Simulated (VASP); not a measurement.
# ScHg: single point with LDA

ScHg:

```
Sc Hg
1.0
     3.57043    0.00000    0.00000
     0.00000    3.57043    0.00000
     0.00000    0.00000    3.57043
Sc Hg
1 1
Direct
  0.50000 0.50000 0.50000
  0.00000 0.00000 0.00000
```

* Program: VASP 6.6.1
* Task: single point
* Functional: LDA
* Potentials or basis: VASP PAW LDA potentials, release 64 (Sc_sv, Hg)
* Cutoff: 520 eV
* k mesh: 7 × 7 × 7
* Occupations: fermi-dirac, width 0.1 eV
* Spin: no spin polarisation
* Dipole correction: no
* Further INCAR settings: ALGO = Normal; EDIFF = 1e-06; NBANDS = 18

```json
{"Pressure": "-8.7 GPa"}
```

Levels at points of the mesh, in eV from the Fermi level:
| k point | band 8 | band 9 | band 10 | band 11 | band 12 | band 13 | band 14 | band 15 |
| --- | --- | --- | --- | --- | --- | --- | --- | --- |
| (0.00, 0.00, 0.00) | -6.99 | -6.99 | -6.99 | 0.30 | 0.30 | 2.23 | 2.23 | 2.23 |

It took 14 s on 1 thread of AMD EPYC 7R13 Processor (Zen 3), on a shared host, peak memory 0.12 GiB.

Caveat: spin-orbit coupling is left out, which moves the levels of the heavy elements.
